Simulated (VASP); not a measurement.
A run of VASP 6.6.1:

File INCAR:

```
PREC = Accurate
ENCUT = 520
EDIFF = 1E-6
ISMEAR = 1
SIGMA = 0.05
LREAL = False
LASPH = True
NELM = 80
ALGO = Normal
ISIF = 2
LWAVE = False
LCHARG = True
GGA = PE
IVDW = 12
LELF = True
LVHAR = True
NBANDS = 16
```

The input KPOINTS:

```
regular mesh
0
Gamma
  12 12 4
```

File POSCAR:

```
BN
1.0
    2.5061127838      0.0000000000      0.0000000000
   -1.2530563919      2.1703573356      0.0000000000
    0.0000000000      0.0000000000      6.5923998870
B N
2 2
Direct
    0.0098370898      0.0196741796      0.5000000000
    0.3368051924      0.6736103848      0.0000000000
   -0.0026792347     -0.0053584693      0.0000000000
    0.6590746271      0.3181492543      0.5000000000
```

Potentials or basis: VASP PAW PBE potentials, release 64 (B, N).

Command:

```bash
$ cat potpaw_PBE.64/B/POTCAR potpaw_PBE.64/N/POTCAR > POTCAR
$ mpirun -np 1 vasp_std > vasp.out
```

Hardware: 1 thread of Intel Xeon 8259CL, on a shared host.

**Question.** Estimate the wall time of this run.

**Answer.** It took 100 s on 1 thread of Intel Xeon 8259CL, on a shared host, peak memory 0.2 GiB. Counts: scf iterations 13, k points 129.
